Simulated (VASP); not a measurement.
Ga4P3N, 8 atoms in the cell. Symmetry: Pm, No. 6, monoclinic system. The conventional cell has a = 6.052 Å, b = 3.679 Å, c = 6.387 Å, α = 90.00°, β = 90.30°, γ = 90.00°. N (site symmetry m) has 4 Ga at 1.98 to 2.13 Å within 2.6 Å. P (site symmetry m) has 4 Ga at 2.33 to 2.43 Å within 3.1 Å. Within 3.0 Å of P (site symmetry m) lie 4 Ga at 2.29 to 2.40 Å. P (site symmetry m) has 4 Ga at 2.29 to 2.34 Å within 3.0 Å. Within 2.6 Å of Ga (site symmetry m) lie 1 N at 1.98 Å and 3 P at 2.32 to 2.33 Å. Within 3.0 Å of Ga (site symmetry m) lie 4 P at 2.29 to 2.33 Å. Within 2.8 Å of Ga (site symmetry m) lie 2 N at 2.13 Å and 2 P at 2.40 to 2.43 Å. Within 2.7 Å of Ga (site symmetry m) lie 1 N at 2.00 Å and 3 P at 2.34 to 2.35 Å. 

- Program: VASP 6.6.1
- Task: single point
- Functional: r2SCAN
- Potentials or basis: VASP PAW PBE potentials, release 64 (N, P, Ga_d)
- Cutoff: 520 eV
- k mesh: 4 × 6 × 4
- Occupations: fermi-dirac, width 0.02 eV
- Spin: no spin polarisation
- Dipole correction: no
- Further INCAR settings: ALGO = Normal; EDIFF = 1e-06; NBANDS = 46

Potentials or basis: VASP PAW PBE potentials, release 64 (N, P, Ga_d).

Command:

```console
$ cat potpaw_PBE.64/N/POTCAR potpaw_PBE.64/P/POTCAR potpaw_PBE.64/Ga_d/POTCAR > POTCAR
$ cp INCAR.step1 INCAR
$ mpirun -np 1 vasp_std > vasp.out
$ cp INCAR.step2 INCAR
$ mpirun -np 1 vasp_std > vasp.out
```

Hardware: 1 thread of Intel Xeon 8259CL, with other jobs on the host.

Question: How long does it take, and how much memory?

Answer: Run time: 16 min on 1 thread of Intel Xeon 8259CL, with other jobs on the host, peak memory 0.4 GiB. Counts: k points 40.
